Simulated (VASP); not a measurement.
Dy2BiP3: single point with PBE

The system is Dy2BiP3.

```
Dy Bi P
1.0
     6.36372    0.00000    0.00000
    -3.18186    5.51115    0.00000
     0.00000    0.00000    3.84124
Dy Bi P
2 1 3
Direct
  0.33333 0.66667 0.00000
  0.66667 0.33333 0.00000
  0.00000 0.00000 0.00000
  0.50000 0.00000 0.50000
  0.50000 0.50000 0.50000
  0.00000 0.50000 0.50000
```

The cell was built from a structure type or drawn by symmetry, and may not be a known phase.

- Program: VASP 6.6.1
- Task: single point
- Functional: PBE
- Potentials or basis: VASP PAW PBE potentials, release 64 (Dy_3, Bi_d, P), 4f in core
- Cutoff: 500 eV
- k mesh: 3 × 3 × 4
- Occupations: gaussian, width 0.1 eV
- Spin: no spin polarisation

```yaml
Pressure: 6.8 GPa
Band_gap_on_the_k_mesh: zero (bands 24 and 25 overlap by 0.84 eV)
```

Stress tensor (GPa, compression positive):
```
 3.17  0.00  0.00
 0.00  3.17  0.00
 0.00  0.00 14.16
```

Levels at points of the mesh, in eV from the Fermi level:
```csv
k point,band 20,band 21,band 22,band 23,band 24,band 25,band 26,band 27,band 28,band 29
"(0.00, 0.00, 0.00)",-2.19,-0.82,-0.22,0.52,0.52,1.02,2.32,2.32,2.52,2.52
"(0.00, 0.00, 0.50)",-2.33,-2.33,-1.84,-1.59,-1.59,0.57,0.57,1.55,4.01,4.06
```

Wall time 28 s on 1 thread of AMD EPYC 9R45 96-Core Processor (Zen 5), with other jobs on the host, peak memory 0.23 GiB.

Caveat: the k points lie up to 0.41 Å⁻¹ apart, too coarse for converged energies and pressures of a metal; spin-orbit coupling is left out, which moves the levels of the heavy elements; the 4f electrons are frozen in the core, so they carry no moment and show no levels. Spin polarisation is off, so any magnetic state and its effect on volume and gap are missing.
